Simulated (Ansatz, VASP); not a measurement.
**One calculation of NaF, two programs**

POSCAR

```
NaF
1.0
    0.0000000000      2.0699291914      2.9268798766
    2.0699291914      0.0000000000      2.9268798766
    2.0699291914      2.0699291914      0.0000000000
Na F
1 1
Direct
    0.0000000000      0.0000000000      0.0000000000
    0.5000000000      0.5000000000      0.5000000000
```

File INCAR.step1:

```
  PREC = Accurate
  ENCUT = 520
  ISMEAR = 0
  SIGMA = 0.05
  LREAL = F
  LASPH = T
  NELM = 60
  NBANDS = 14
  GGA = PE
  ALGO = Normal
  EDIFF = 1E-4
  LWAVE = T
  LCHARG = F
```

The input INCAR.step2:

```
  PREC = Accurate
  ENCUT = 520
  EDIFF = 1E-6
  ISMEAR = 0
  SIGMA = 0.05
  LREAL = F
  LASPH = T
  NELM = 60
  ALGO = Normal
  ISIF = 2
  LWAVE = F
  LCHARG = T
  METAGGA = R2SCAN
  LMIXTAU = T
  LELF = T
  LVHAR = T
  NBANDS = 14
  ISTART = 1
```

Contents of KPOINTS:

```
Automatic mesh
0
Gamma
  10 10 10
```

Input for Ansatz:

```yaml
crystal:
  lattice:
    - [0.0, 2.0699291914, 2.9268798766]
    - [2.0699291914, 0.0, 2.9268798766]
    - [2.0699291914, 2.0699291914, 0.0]
  atoms:
    - { symbol: Na, position: [0.0, 0.0, 0.0] }
    - { symbol: F, position: [0.5, 0.5, 0.5] }
basis:
  ecutwfc: 500
kpoints:
  mp_grid: { grid: [10, 10, 10] }
hamiltonian:
  xc: r2scan
scf:
  occupations: { method: gaussian, width: 0.05 }
output:
  forces: true
  stress: true
  eigenvalues: true
```

Alike in both runs: task single point; functional r2SCAN; k mesh 10 × 10 × 10; occupations gaussian, width 0.05 eV; no spin polarisation.

|  | VASP | Ansatz |
| --- | --- | --- |
| version | VASP 6.6.1 | Ansatz 0.2.0 |
| potentials or method | VASP PAW PBE potentials, release 64 (Na_pv, F), cutoff 520 eV | scalar-relativistic, plane waves, PAW |
| valence electrons in the cell | 14 | 16 |

```tsv
	VASP	Ansatz	Ansatz less VASP
gap on the k mesh at the Fermi level (eV)	6.74	6.76	+0.019
least direct gap on the mesh (eV)	6.74	6.76	+0.019
pressure (GPa)	10.9	11.2	+0.24
traceless stress, the component that is largest in VASP (GPa)	-16.14	-15.93	+0.208
```

VASP's potentials were made for PBE, not for r2SCAN. VASP's potentials hold 14 valence electrons a cell and Ansatz's 16, so a difference there can come from the potentials and not from the codes.
